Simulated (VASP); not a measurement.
Write the native input for VASP 6.6.1 that does the following.

```
Task                   : relaxation of the atoms
Functional             : PBE
Potentials or basis    : VASP PAW PBE potentials, release 64 (La, Pd)
Cutoff                 : 520 eV
k mesh                 : 8 × 8 × 8
Occupations            : fermi-dirac, width 0.05 eV
Spin                   : no spin polarisation
Dipole correction      : no
Further INCAR settings : ALGO = Fast; EDIFF = 1e-06; IBRION = 2; EDIFFG = -0.01; NSW = 60
```

The structure of LaPd2 lies in POSCAR:

```
LaPd2
1.0
   -2.0439514800      2.0439514800      4.4717310000
    2.0439514800     -2.0439514800      4.4717310000
    2.0439514800      2.0439514800     -4.4717310000
La Pd
1 2
Direct
    0.0000000000      0.0000000000      0.0000000000
    0.2500000000      0.7500000000      0.5000000000
    0.7500000000      0.2500000000      0.5000000000
```

The input as run:

INCAR

```
SYSTEM = LaPd2
ALGO = Fast
EDIFF = 1E-6
EDIFFG = -0.01
ENCUT = 520
GGA = PE
IBRION = 2
ISIF = 2
ISMEAR = -1
LASPH = .True.
LCHARG = .False.
LREAL = .False.
LWAVE = .False.
NELM = 80
NSW = 60
PREC = Accurate
SIGMA = 0.05
```

KPOINTS

```
k-points
0
Gamma
  8 8 8
  0 0 0
```

Potentials or basis: VASP PAW PBE potentials, release 64 (La, Pd).

The run is started by

```sh
$ cat potpaw_PBE.64/La/POTCAR potpaw_PBE.64/Pd/POTCAR > POTCAR
$ mpirun -np 1 vasp_std > vasp.out
```

Results of the run:

```
Pressure after relaxing : -3.0 GPa
Band gap on the k mesh  : zero (an odd number of electrons rules out a gap without spin polarisation)
```

Caveat: spin-orbit coupling is left out, which moves the levels of the heavy elements.

Wall time 10 min on 1 thread of Intel Xeon 8259CL, with other jobs on the host, peak memory 0.32 GiB.
